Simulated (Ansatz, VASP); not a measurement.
# Bi in VASP and in Ansatz

POSCAR

```
Bi
1.0
   -1.9988894414      1.9988894414      1.9988894414
    1.9988894414     -1.9988894414      1.9988894414
    1.9988894414      1.9988894414     -1.9988894414
Bi
1
Direct
    0.0000000000      0.0000000000      0.0000000000
```

File INCAR.step1:

```
PREC = Accurate
ENCUT = 520
ISMEAR = 0
SIGMA = 0.05
LREAL = False
LASPH = True
NELM = 100
NBANDS = 14
GGA = PE
ALGO = Normal
EDIFF = 1E-4
LWAVE = True
LCHARG = False
```

INCAR.step2

```
PREC = Accurate
ENCUT = 520
EDIFF = 1E-7
ISMEAR = 0
SIGMA = 0.05
LREAL = False
LASPH = True
NELM = 100
ALGO = Normal
ISIF = 2
LWAVE = False
LCHARG = True
METAGGA = R2SCAN
LMIXTAU = True
LELF = True
LVHAR = True
NBANDS = 14
ISTART = 1
```

Contents of KPOINTS:

```
regular mesh
0
Gamma
  8 8 8
```

Input for Ansatz:

```yaml
crystal:
  lattice:
    - [-1.9988894414161384, 1.9988894414161384, 1.9988894414161384]
    - [1.9988894414161384, -1.9988894414161384, 1.9988894414161384]
    - [1.9988894414161384, 1.9988894414161384, -1.9988894414161384]
  atoms:
    - { symbol: Bi, position: [0.0, 0.0, 0.0] }
basis:
  ecutwfc: 650.0
kpoints:
  mp_grid:
    grid: [8, 8, 8]
hamiltonian:
  xc: r2scan
  pseudopotentials:
    kind: paw
scf:
  occupations:
    method: gaussian
    width: 0.05
output:
  stress: true
```

Alike in both runs: task single point; functional r2SCAN; k mesh 8 × 8 × 8; occupations gaussian, width 0.05 eV; no spin polarisation.

|  | VASP | Ansatz |
| --- | --- | --- |
| version | VASP 6.6.1 | Ansatz 0.2.0 |
| potentials or method | VASP PAW PBE potentials, release 64 (Bi_d), cutoff 520 eV | plane waves, PAW |
| valence electrons in the cell | 15 | 15 |

|  | VASP | Ansatz | Ansatz less VASP |
| --- | --- | --- | --- |
| pressure (GPa) | -1.6 | -1.5 | +0.03 |

VASP's potentials were made for PBE, not for r2SCAN.

Neither program's run includes spin-orbit coupling.
